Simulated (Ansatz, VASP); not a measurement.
# One calculation of LiF, two programs

```xyz
2
Lattice="0.0000 2.0340 2.0340 2.0340 0.0000 2.0340 2.0340 2.0340 0.0000" Properties=species:S:1:pos:R:3 pbc="T T T"
Li    0.0000    0.0000    0.0000
F     2.0340    2.0340    2.0340
```

Change from the starting cell: the structure that the rattled cell fell into.

Alike in both runs: task single point; functional PBE; k mesh 8 × 8 × 8; occupations gaussian, width 0.1 eV; no spin polarisation.

```csv
,VASP,Ansatz
version,VASP 6.6.1,Ansatz 0.2.0
potentials or method,"VASP PAW PBE potentials, release 64 (Li_sv, F), cutoff 520 eV","scalar-relativistic, plane waves, PAW"
valence electrons in the cell,10,10
```

```csv
,VASP,Ansatz,Ansatz less VASP
gap on the k mesh at the Fermi level (eV),8.83,8.83,+0.002
least direct gap on the mesh (eV),8.83,8.83,+0.002
```

The functional is the same, so the differences come from potentials, cutoffs and numerics.

Noted on VASP's run: the cutoff is under 1.25 times that of the potentials, so the pressure is a little rough.
